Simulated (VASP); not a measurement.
Crystal: SnSe.

```
CELL_PARAMETERS angstrom
2.15500 -5.85250 0.00000
2.15500 5.85250 0.00000
0.00000 0.00000 4.31800
ATOMIC_POSITIONS crystal
Sn 0.88000 0.12000 0.25000
Sn 0.12000 0.88000 0.75000
Se 0.64400 0.35600 0.25000
Se 0.35600 0.64400 0.75000
```

| Item | Value |
| --- | --- |
| Program | VASP 6.6.1 |
| Task | relaxation of cell and atoms |
| Functional | PBE |
| Dispersion | D3(BJ) |
| Potentials or basis | VASP PAW PBE potentials, release 64 (Sn_d, Se) |
| Cutoff | 600 eV |
| k mesh | 6 × 6 × 6 |
| Occupations | fermi-dirac, width 0.02 eV |
| Spin | no spin polarisation |

At the start: pressure -2.6 GPa; volume 27.23 Å³/atom.

Q: How do energy, volume and symmetry change on relaxing?

A: Over 15 steps the energy falls by 13.8 meV/atom and the volume is 25.91 Å³/atom (-4.8 %); space group Cmcm (No. 63, to 0.1 Å) before and after.

Step by step:
```
step  energy change (eV)  largest force (eV/Å)  pressure (GPa)  volume (Å³)
   1              0.0000                0.2618           -2.57       108.92
   2             -0.0462                0.1831            0.88       102.17
   3             -0.0499                0.1316            0.08       103.54
   4             -0.0524                0.0539            0.02       103.45
   5             -0.0525                0.0426            0.01       103.43
   6             -0.0529                0.0402            0.01       103.46
   7             -0.0539                0.0335           -0.02       103.53
   8             -0.0549                0.0205           -0.07       103.69
   9             -0.0549                0.0239            0.21       103.23
  10             -0.0550                0.0127            0.07       103.45
  11             -0.0552                0.0043            0.02       103.61
  12             -0.0552                0.0044            0.02       103.59
  13             -0.0552                0.0039            0.01       103.59
  14             -0.0552                0.0028           -0.02       103.67
  15             -0.0552                0.0037           -0.01       103.64
```

Final structure:
```
Sn Se
1.0
     2.11375   -5.79667    0.00000
     2.11375    5.79667    0.00000
     0.00000    0.00000    4.22945
Sn Se
2 2
Cartesian
  2.1138 -4.3701 1.0574
  2.1138 4.3701 3.1721
  2.1138 -1.6329 1.0574
  2.1138 1.6329 3.1721
```
